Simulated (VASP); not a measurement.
# Sn3PbSe4 (Pmmm) in VASP: single point with PBE

Aim: the single point of Sn3PbSe4 with PBE.

Program: VASP 6.6.1. These are calculated values, not measurements. Logs are shortened: lines on timing, memory, paths and dates and some standing lists are left out, and cuts for length are marked.

### Step 1. The cell of the first run

The structure is orthorhombic, space group Pmmm (No. 47). Conventional cell: a = 4.313 Å, b = 6.102 Å, c = 8.630 Å, α = 90.00°, β = 90.00°, γ = 90.00°. Sn (site symmetry mm2) has 6 Se at 3.04 to 3.06 Å within 4.0 Å. Sn (site symmetry mmm) has 6 Se at 3.01 to 3.05 Å within 4.0 Å. Within 4.0 Å of Pb (site symmetry mmm) lie 6 Se at 3.05 to 3.09 Å. Within 4.0 Å of Se (site symmetry mm2) lie 4 Sn at 3.01 to 3.05 Å and 2 Pb at 3.09 Å. Se (site symmetry mmm) has 2 Pb at 3.05 Å and 4 Sn at 3.06 Å within 4.0 Å. Se (site symmetry mmm) has 6 Sn at 3.04 to 3.05 Å within 4.0 Å.

### Step 2. Single point, PBE

Input file INCAR:

```
SYSTEM = Sn3PbSe4
ALGO = Normal
EDIFF = 1E-6
ENCUT = 520
GGA = PE
ISIF = 2
ISMEAR = 0
LASPH = .TRUE.
LCHARG = .FALSE.
LREAL = .FALSE.
LWAVE = .FALSE.
NBANDS = 50
NELM = 100
PREC = Accurate
SIGMA = 0.1
```

Input file KPOINTS:

```
k-points
0
G
  4 4 2
  0 0 0
```

Input file POSCAR:

```
Sn3PbSe4
1.0
    4.3129110000      0.0000000000      0.0000000000
    0.0000000000      6.1019320000      0.0000000000
    0.0000000000      0.0000000000      8.6297120000
Sn Pb Se
3 1 4
Direct
    0.0000000000      0.0000000000      0.7488990000
    0.0000000000      0.0000000000      0.2511010000
    0.5000000000      0.5000000000      0.5000000000
    0.5000000000      0.5000000000      0.0000000000
    0.0000000000      0.5000000000      0.7438030000
    0.5000000000      0.0000000000      0.0000000000
    0.0000000000      0.5000000000      0.2561970000
    0.5000000000      0.0000000000      0.5000000000
```

Potentials or basis: VASP PAW PBE potentials, release 64 (Sn_d, Pb_d, Se).

The run is started by

```console
cat potpaw_PBE.64/Sn_d/POTCAR potpaw_PBE.64/Pb_d/POTCAR potpaw_PBE.64/Se/POTCAR > POTCAR
mpirun -np 1 vasp_std > vasp.out
```

OUTCAR:

```text
SYSTEM = Sn3PbSe4
   EDIFF = 1E-6
   ENCUT = 520
   GGA = PE
   ISIF = 2
   ISMEAR = 0
   LASPH = .TRUE.
   LREAL = .FALSE.
   NELM = 100
   PREC = Accurate

 ion  position               nearest neighbor table
   1  0.000  0.000  0.749-   8 3.04   8 3.04   5 3.05   5 3.05   6 3.06   6 3.06
   2  0.000  0.000  0.251-   8 3.04   8 3.04   7 3.05   7 3.05   6 3.06   6 3.06
   3  0.500  0.500  0.500-   5 3.01   7 3.01   5 3.01   7 3.01   8 3.05   8 3.05
   4  0.500  0.500  0.000-   6 3.05   6 3.05   7 3.09   5 3.09   5 3.09   7 3.09
   5  0.000  0.500  0.744-   3 3.01   3 3.01   1 3.05   1 3.05   4 3.09   4 3.09
   6  0.500  0.000  0.000-   4 3.05   4 3.05   1 3.06   2 3.06   1 3.06   2 3.06
   7  0.000  0.500  0.256-   3 3.01   3 3.01   2 3.05   2 3.05   4 3.09   4 3.09
   8  0.500  0.000  0.500-   1 3.04   2 3.04   1 3.04   2 3.04   3 3.05   3 3.05

  LATTYP: Found a simple orthorhombic cell.
 ALAT       =     4.3129110000
 B/A-ratio  =     1.4148059165
 C/A-ratio  =     2.0009019430

  Lattice vectors:

 A1 = (   4.3129110000,   0.0000000000,   0.0000000000)
 A2 = (   0.0000000000,   6.1019320000,   0.0000000000)
 A3 = (   0.0000000000,   0.0000000000,   8.6297120000)

Analysis of symmetry for initial positions (statically):
=====================================================================
 Subroutine PRICEL returns:
 Original cell was already a primitive cell.

 Routine SETGRP: Setting up the symmetry group for a
 simple orthorhombic supercell.

 Subroutine GETGRP returns: Found  8 space group operations
 (whereof  8 operations were pure point group operations)
 out of a pool of  8 trial point group operations.

The static configuration has the point symmetry D_2h.

Analysis of symmetry for dynamics (positions and initial velocities):
=====================================================================
 Subroutine PRICEL returns:
 Original cell was already a primitive cell.

 Routine SETGRP: Setting up the symmetry group for a
 simple orthorhombic supercell.

 Subroutine GETGRP returns: Found  8 space group operations
 (whereof  8 operations were pure point group operations)
 out of a pool of  8 trial point group operations.

The dynamic configuration has the point symmetry D_2h.

 Subroutine INISYM returns: Found  8 space group operations
 (whereof  8 operations are pure point group operations),
 and found     1 'primitive' translations

----------------------------------------------------------------------------------------

                                     Primitive cell

  volume of cell :     227.1089

  direct lattice vectors                    reciprocal lattice vectors
     4.312911000  0.000000000  0.000000000     0.231861961  0.000000000  0.000000000
     0.000000000  6.101932000  0.000000000     0.000000000  0.163882521  0.000000000
     0.000000000  0.000000000  8.629712000     0.000000000  0.000000000  0.115878722

  length of vectors
     4.312911000  6.101932000  8.629712000     0.231861961  0.163882521  0.115878722

  position of ions in fractional coordinates (direct lattice)
     0.000000000  0.000000000  0.748899000
     0.000000000  0.000000000  0.251101000
     0.500000000  0.500000000  0.500000000
     0.500000000  0.500000000  0.000000000
     0.000000000  0.500000000  0.743803000
     0.500000000  0.000000000  0.000000000
     0.000000000  0.500000000  0.256197000
     0.500000000  0.000000000  0.500000000

  ion indices of the primitive-cell ions
   primitive index   ion index
                 1           1
                 2           2
                 3           3
                 4           4
                 5           5
                 6           6
                 7           7
                 8           8

----------------------------------------------------------------------------------------

 KPOINTS: k-points

Automatic generation of k-mesh.
 Grid dimensions read from file:
 generate k-points for:    4    4    2

 Generating k-lattice:

  Cartesian coordinates                     Fractional coordinates (reciprocal lattice)
     0.057965490  0.000000000  0.000000000     0.250000000  0.000000000  0.000000000
     0.000000000  0.040970630  0.000000000     0.000000000  0.250000000  0.000000000
     0.000000000  0.000000000  0.057939361     0.000000000  0.000000000  0.500000000

  Length of vectors
     0.057965490  0.040970630  0.057939361

  Shift w.r.t. Gamma in fractional coordinates (k-lattice)
     0.000000000  0.000000000  0.000000000

 Subroutine IBZKPT returns following result:
 ===========================================

 Found     18 irreducible k-points:

 Following reciprocal coordinates:
            Coordinates               Weight
  0.000000  0.000000  0.000000      1.000000
  0.250000  0.000000  0.000000      2.000000
  0.500000  0.000000  0.000000      1.000000
  0.000000  0.250000  0.000000      2.000000
  0.250000  0.250000  0.000000      4.000000
  0.500000  0.250000  0.000000      2.000000
[... 10 lines left out ...]
  0.250000  0.500000  0.500000      2.000000
  0.500000  0.500000  0.500000      1.000000
   k-points           NKPTS =     18   k-points in BZ     NKDIM =     18   number of bands    NBANDS=     50
   number of dos      NEDOS =    301   number of ions     NIONS =      8
   total plane-waves  NPLWV =  98304
   dimension x,y,z NGX =    32 NGY =   48 NGZ =   64
   dimension x,y,z NGXF=    64 NGYF=   96 NGZF=  128
   ions per type =               3   1   4
   NGX,Y,Z   is equivalent  to a cutoff of  12.33, 13.08, 12.33 a.u.
   NGXF,Y,Z  is equivalent  to a cutoff of  24.67, 26.16, 24.66 a.u.
 SYSTEM =  Sn3PbSe4
   PREC   = accura    normal or accurate (medium, high low for compatibility)
   ISTART =      0    job   : 0-new  1-cont  2-samecut
   ICHARG =      2    charge: 1-file 2-atom 10-const
   ISPIN  =      1    spin polarized calculation?
   LNONCOLLINEAR =      F non collinear calculations
   LSORBIT =      F    spin-orbit coupling
   LASPH  =      T    aspherical Exc in radial PAW
   ENCUT  =  520.0 eV  38.22 Ry    6.18 a.u.   8.02 11.35 16.05*2*pi/ulx,y,z
   NELM   =    100;   NELMIN=  2; NELMDL= -5     # of ELM steps
   EDIFF  = 0.1E-05   stopping-criterion for ELM
   LREAL  =      F    real-space projection
   EDIFFG = 0.1E-04   stopping-criterion for IOM
   NSW    =      0    number of steps for IOM
   IBRION =     -1    ionic relax: 0-MD 1-quasi-New 2-CG
   NFREE  =      0    steps in history (QN), initial steepest desc. (CG)
   ISIF   =      2    stress and relaxation
   ISYM   =      2    0-nonsym 1-usesym 2-fastsym
   POTIM  = 0.5000    time-step for ionic-motion
   TEBEG  =    0.0;   TEEND  =   0.0 temperature during run
   PSTRESS=    0.0 pullay stress
   NELECT =      80.0000    total number of electrons
   NUPDOWN=      -1.0000    fix difference up-down
   EMIN   =  10.00;   EMAX   =-10.00  energy-range for DOS
   EFERMI =   0.00;   METHOD = LEGACY
   ISMEAR =     0;   SIGMA  =   0.10  broadening in eV -4-tet -1-fermi 0-gaus
   EFERMI_NEDOS =   21; number of points for ismear=-14 and -15
   IALGO  =     38    algorithm
   IMIX   =      4    mixing-type and parameters
     AMIX     =   0.40;   BMIX     =  1.00
     AMIX_MAG =   1.60;   BMIX_MAG =  1.00
  volume/ion in A,a.u.               =      28.39       191.58
  Fermi-wavevector in a.u.,A,eV,Ry     =   1.156184  2.184870 18.187728  1.336760
  Thomas-Fermi vector in A             =   2.292806
   LORBIT       =      0    0 simple, 1 ext, 2 COOP (PROOUT), +10 PAW based schemes
   GGA     = PE    functional components
   LHFCALC =     F    Hartree Fock is set to
   AEXX    =    0.0000 exact exchange contribution
   IVDW    =     0    specifies the selected vdW correction
   LEPSILON=     F    determine dielectric tensor
   LRPA    =     F    only Hartree local field effects (RPA)
 non-spin polarized calculation
 Gauss-broadening in eV      SIGMA  =   0.10
  energy-cutoff  :      520.00
  volume of cell :      227.11
 maximum number of plane-waves:      6172
   NGX = 17   NGY = 23   NGZ = 33

 number of electron      80.0000033 magnetization

 Free energy of the ion-electron system (eV)
  ---------------------------------------------------
  ext. energy  EPLUGINS =         0.00000000
  ---------------------------------------------------
  free energy    TOTEN  =       -32.80486824 eV

  energy without entropy =      -32.79853078  energy(sigma->0) =      -32.80169951

 E-fermi :   5.3161     XC(G=0):  -9.4671

 val. band max:        5.2469783308   @ k =   0.0000   0.5000   0.0000
 cond. band min:       5.3440202614   @ k =   0.0000   0.5000   0.0000
 fundamental gap:      0.0970419306
 Fermi energy:         5.3160874394

 k-point     1 :       0.0000    0.0000    0.0000
  band No.  band energies     occupation
      1     -16.4472      2.00000
      2     -16.4419      2.00000
      3     -16.4382      2.00000
      4     -16.4358      2.00000
      5     -16.4334      2.00000
      6     -16.4309      2.00000
[... 42 lines left out ...]
     49       9.4566      0.00000
     50       9.5867      0.00000

 k-point     2 :       0.2500    0.0000    0.0000
  band No.  band energies     occupation
      1     -16.4446      2.00000
      2     -16.4424      2.00000
      3     -16.4390      2.00000
      4     -16.4338      2.00000
      5     -16.4332      2.00000
      6     -16.4327      2.00000
[... 42 lines left out ...]
     49       9.1544      0.00000
     50       9.4669      0.00000

 k-point     3 :       0.5000    0.0000    0.0000
  band No.  band energies     occupation
      1     -16.4496      2.00000
      2     -16.4420      2.00000
      3     -16.4379      2.00000
      4     -16.4358      2.00000
      5     -16.4341      2.00000
      6     -16.4340      2.00000
[... 42 lines left out ...]
     49      10.3412      0.00000
     50      10.3992      0.00000

 k-point     4 :       0.0000    0.2500    0.0000
  band No.  band energies     occupation
      1     -16.4455      2.00000
      2     -16.4411      2.00000
      3     -16.4382      2.00000
      4     -16.4360      2.00000
      5     -16.4336      2.00000
      6     -16.4306      2.00000
[... 681 lines left out ...]
 k-point    17 :       0.2500    0.5000    0.5000
  band No.  band energies     occupation
      1     -16.4390      2.00000
      2     -16.4386      2.00000
      3     -16.4369      2.00000
      4     -16.4366      2.00000
      5     -16.4324      2.00000
      6     -16.4320      2.00000
[... 42 lines left out ...]
     49       9.3500      0.00000
     50       9.3657      0.00000

 k-point    18 :       0.5000    0.5000    0.5000
  band No.  band energies     occupation
      1     -16.4421      2.00000
      2     -16.4421      2.00000
      3     -16.4364      2.00000
      4     -16.4359      2.00000
      5     -16.4334      2.00000
      6     -16.4331      2.00000
[... 42 lines left out ...]
     49       9.0032      0.00000
     50       9.0850      0.00000

------------------------ aborting loop because EDIFF is reached ----------------------------------------

  FORCE on cell =-STRESS in cart. coord.  units (eV):
  Direction    XX          YY          ZZ          XY          YZ          ZX
  --------------------------------------------------------------------------------------
  -------------------------------------------------------------------------------------
  Total       -0.6074820     -0.7099273     -0.6118262      0.0000000      0.0000000      0.0000000
  in kB       -4.2855826     -5.0082996     -4.3162289      0.0000000      0.0000000      0.0000000
  external PRESSURE =      -4.5367037 kB  Pullay stress =       0.0000000 kB

 VOLUME and BASIS-vectors are now :
 -----------------------------------------------------------------------------
  energy-cutoff  :      520.00
  volume of cell :      227.11
      direct lattice vectors                 reciprocal lattice vectors
     4.312911000  0.000000000  0.000000000     0.231861961  0.000000000  0.000000000
     0.000000000  6.101932000  0.000000000     0.000000000  0.163882521  0.000000000
     0.000000000  0.000000000  8.629712000     0.000000000  0.000000000  0.115878722

 POSITION                                       TOTAL-FORCE (eV/Angst)
 -----------------------------------------------------------------------------------
      0.00000      0.00000      6.46278         0.000000      0.000000      0.002045
      0.00000      0.00000      2.16693         0.000000      0.000000     -0.002045
      2.15646      3.05097      4.31486         0.000000      0.000000     -0.000000
      2.15646      3.05097      0.00000         0.000000      0.000000     -0.000000
      0.00000      3.05097      6.41881         0.000000      0.000000     -0.021266
      2.15646      0.00000      0.00000         0.000000      0.000000     -0.000000
      0.00000      3.05097      2.21091         0.000000      0.000000      0.021266
      2.15646      0.00000      4.31486         0.000000      0.000000     -0.000000
 -----------------------------------------------------------------------------------
    total drift:                                0.000000     -0.000000     -0.000000

  FREE ENERGIE OF THE ION-ELECTRON SYSTEM (eV)
  ---------------------------------------------------
  free  energy   TOTEN  =       -32.8048682424 eV

  energy  without entropy=      -32.7985307770  energy(sigma->0) =      -32.80169951
```

Run time: 5 min. Hardware: 1 thread of AMD EPYC 7R13, shared host; peak memory 0.38 GiB.

What came out:

```
Free energy            : -32.8049 eV
Pressure               : -0.5 GPa
Largest force          : 0.021 eV/Å
Band gap on the k mesh : 0.10 eV
```

Forces in eV/Å, atoms in the order of the input:
```
Sn   0.000  0.000  0.002
Sn   0.000  0.000 -0.002
Sn   0.000  0.000  0.000
Pb   0.000  0.000  0.000
Se   0.000  0.000 -0.021
Se   0.000  0.000  0.000
Se   0.000  0.000  0.021
Se   0.000  0.000  0.000
```

Caveat: spin-orbit coupling is left out, which moves the levels of the heavy elements. A k mesh can miss the band edges.
